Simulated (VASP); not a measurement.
Wanted: the native input for a VASP 6.6.1 run.

* Task: single point
* Functional: PBEsol
* Potentials or basis: VASP PAW PBE potentials, release 64 (In_d, As, H)
* Cutoff: 520 eV
* k mesh: 7 × 5 × 1
* Occupations: gaussian, width 0.1 eV
* Spin: no spin polarisation
* Dipole correction: yes
* Further INCAR settings: ALGO = Normal; EDIFF = 1e-06; NBANDS = 48

The structure of In2As2H lies in POSCAR:

```
In2As2H
1.0
    4.3044884345      0.0000000000      0.0000000000
    0.0000000000      6.0874659231      0.0000000000
    0.0000000000      0.0000000000     25.4567326517
In As H
4 4 2
Direct
    0.5000000000      0.5000000000      0.3338998809
    0.0000000000      0.0000000000      0.4184450677
    0.4999145544      0.5061463641      0.5076448201
   -0.0003467215     -0.0600586261      0.5704585047
    0.0000000000      0.2500000000      0.3338998809
    0.5000000000      0.7500000000      0.4184450677
   -0.0001944700      0.2580793208      0.5027529080
    0.4992871854      0.7246398819      0.5974922096
   -0.0033881471      0.2115494204      0.6673302358
    0.0813239125      0.2972150759      0.6506728438
```

The input as run:

INCAR

```
SYSTEM = In2As2H
ALGO = Normal
DIPOL = 0.5 0.5 0.500
EDIFF = 1E-6
ENCUT = 520
GGA = PS
IDIPOL = 3
ISIF = 2
ISMEAR = 0
LASPH = .True.
LCHARG = .False.
LDIPOL = .True.
LREAL = .False.
LWAVE = .False.
NBANDS = 48
NELM = 80
PREC = Accurate
SIGMA = 0.1
```

KPOINTS

```
k-points
0
Gamma
  7 5 1
  0 0 0
```

Potentials or basis: VASP PAW PBE potentials, release 64 (In_d, As, H).

Command:

```bash
$ cat potpaw_PBE.64/In_d/POTCAR potpaw_PBE.64/As/POTCAR potpaw_PBE.64/H/POTCAR > POTCAR
$ mpirun -np 1 vasp_std > vasp.out
```

Results of the run:

```yaml
Largest_force: 1.378 eV/Å
Band_gap_on_the_k_mesh: 0.53 eV, direct
```

Caveat: the PAW data sets were made with another functional, which shifts forces and pressure a little; spin-orbit coupling is left out, which moves the levels of the heavy elements.

Run time: 21 min on 1 thread of Intel(R) Xeon(R) Platinum 8259CL CPU @ 2.50GHz (Skylake/Cascade Lake) (shared host), peak memory 0.9 GiB.
